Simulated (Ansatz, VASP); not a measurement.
**One calculation of SiC, two programs**

```xyz
8
Lattice="3.0940 0.0000 0.0000 -1.5470 2.6794 0.0000 0.0000 0.0000 10.1288" Properties=species:S:1:pos:R:3 pbc="T T T"
Si    1.5470    0.8931    9.4992
Si    0.0000    1.7863    4.4348
Si    0.0000    0.0000    6.9676
Si    0.0000    0.0000    1.9032
C     1.5470    0.8931    7.5946
C     0.0000    1.7863    2.5302
C     0.0000    0.0000    5.0689
C     0.0000    0.0000    0.0045
```

Alike in both runs: functional PBE; k mesh 10 × 10 × 3; no spin polarisation.

Ansatz relaxed the structure, and its values are those at the end. VASP's run is a single point on that final structure, the one shown.

|  | VASP | Ansatz |
| --- | --- | --- |
| version | VASP 6.6.1 | Ansatz 0.2.0 |
| potentials or method | VASP PAW PBE potentials, release 64 (Si, C), cutoff 520 eV | plane-wave PAW DFT |
| occupations | gaussian, width 0.01 eV | fixed |
| valence electrons in the cell | 32 | 32 |

```csv
,VASP,Ansatz,Ansatz less VASP
pressure (GPa),0.0,0.0,+0.05
```
